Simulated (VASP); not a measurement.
Set up this calculation in VASP 6.6.1, as the native input.

```
Task                   : single point
Functional             : PBE
Potentials or basis    : VASP PAW PBE potentials, release 64 (Hg, Te)
Cutoff                 : 520 eV
k mesh                 : 11 × 11 × 11
Occupations            : fermi-dirac, width 0.05 eV
Spin                   : no spin polarisation
Dipole correction      : no
Further INCAR settings : ALGO = Normal; EDIFF = 1e-06; NBANDS = 16
```

The structure of HgTe (zincblende type) lies in POSCAR:

```
HgTe
1.0
    0.0000000000      3.0874594749      3.0874594749
    3.0874594749      0.0000000000      3.0874594749
    3.0874594749      3.0874594749      0.0000000000
Hg Te
1 1
Direct
    0.0000000000      0.0000000000      0.0000000000
    0.2500000000      0.2500000000      0.2500000000
```

This cell differs from its parent crystal: volume scaled by 0.8.

These files were run (other wordings do the same):

INCAR

```
PREC     = Accurate       # precision mode
ENCUT    = 520            # plane-wave cutoff, eV
EDIFF    = 1E-6           # SCF threshold, eV
ISMEAR   = -1             # smearing method
SIGMA    = 0.05           # smearing width, eV
LREAL    = F              # projectors in reciprocal space
LASPH    = T              # aspherical terms in the spheres
NELM     = 60             # most SCF steps
ALGO     = Normal         # electronic algorithm
ISIF     = 2              # what is computed and relaxed
LWAVE    = F              # write WAVECAR
LCHARG   = T              # write CHGCAR
GGA      = PE             # functional
LELF     = T              # ELF
LVHAR    = T            
NBANDS   = 16             # bands
```

KPOINTS

```
Automatic mesh
0
Gamma
  11 11 11
```

Potentials or basis: VASP PAW PBE potentials, release 64 (Hg, Te).

Run with:

```bash
$ cat potpaw_PBE.64/Hg/POTCAR potpaw_PBE.64/Te/POTCAR > POTCAR
$ mpirun -np 1 vasp_std > vasp.out
```

It gave:

| Item | Value |
| --- | --- |
| Pressure | 13.7 GPa |
| Band gap on the k mesh | zero (filled and empty bands touch) |

Caveat: spin-orbit coupling is left out, which moves the levels of the heavy elements.

Wall time 40 s on 1 thread of Intel(R) Xeon(R) Platinum 8259CL CPU @ 2.50GHz (Skylake/Cascade Lake), with other jobs on the host, peak memory 0.21 GiB.
